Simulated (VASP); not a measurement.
Here is a VASP 6.6.1 calculation.

Contents of INCAR:

```
PREC = Accurate
ENCUT = 520
EDIFF = 1E-7
ISMEAR = 0
SIGMA = 0.1
LREAL = F
LASPH = T
NELM = 60
ALGO = Normal
ISIF = 2
LWAVE = F
LCHARG = T
GGA = PE
LELF = T
LVHAR = T
NBANDS = 12
```

Contents of KPOINTS:

```
regular mesh
0
Gamma
  12 12 14
```

The input POSCAR:

```
Be2Sb
1.0
    3.7383901862      0.0000000000      0.0000000000
   -1.8691950931      3.2375408705      0.0000000000
    0.0000000000      0.0000000000      3.5972663345
Be Sb
2 1
Direct
    0.3333333333      0.6666666667      0.5000000000
    0.6666666667      0.3333333333      0.5000000000
    0.0000000000      0.0000000000      0.0000000000
```

Potentials or basis: VASP PAW PBE potentials, release 64 (Be, Sb).

Launch:

```sh
$ cat potpaw_PBE.64/Be/POTCAR potpaw_PBE.64/Sb/POTCAR > POTCAR
$ mpirun -np 1 vasp_std > vasp.out
```

(1) Predict the pressure.

## Answers

(1) 0.1 GPa.
